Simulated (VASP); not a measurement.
Write the native input for VASP 6.6.1 that does the following.

```yaml
Task: single point
Functional: PBE
Potentials_or_basis: VASP PAW PBE potentials, release 64 (Re, Bi_d)
Cutoff: 520 eV
k_mesh: 12 × 12 × 12
Occupations: gaussian, width 0.1 eV
Spin: no spin polarisation
Dipole_correction: no
Further_INCAR_settings: ALGO = Fast; EDIFF = 1e-06; NBANDS = 26
```

The structure of Re3Bi lies in POSCAR:

```
Re3Bi
1.0
    4.0975006778      0.0000000000      0.0000000000
    0.0000000000      4.0975006778      0.0000000000
    0.0000000000      0.0000000000      4.0975006778
Re Bi
3 1
Direct
    0.0000000000      0.5000000000      0.5000000000
    0.5000000000      0.0000000000      0.5000000000
    0.5000000000      0.5000000000      0.0000000000
    0.0000000000      0.0000000000      0.0000000000
```

One way to write it, as run:

INCAR

```
  PREC = Accurate
  ENCUT = 520
  EDIFF = 1E-6
  ISMEAR = 0
  SIGMA = 0.1
  LREAL = F
  LASPH = T
  NELM = 80
  ALGO = Fast
  ISIF = 2
  LWAVE = F
  LCHARG = F
  GGA = PE
  NBANDS = 26
```

KPOINTS

```
regular mesh
0
Gamma
  12 12 12
```

Potentials or basis: VASP PAW PBE potentials, release 64 (Re, Bi_d).

The run is started by

```bash
$ cat potpaw_PBE.64/Re/POTCAR potpaw_PBE.64/Bi_d/POTCAR > POTCAR
$ mpirun -np 1 vasp_std > vasp.out
```

It gave:

| Property | Result |
| --- | --- |
| Pressure | 0.1 GPa |
| Band gap on the k mesh | zero (bands 18 and 19 overlap by 1.13 eV) |

Caveat: spin-orbit coupling is left out, which moves the levels of the heavy elements.

It took 7.9 min on 1 thread of Oxide Virtual Turin-like Processor, on a shared host, peak memory 0.23 GiB.
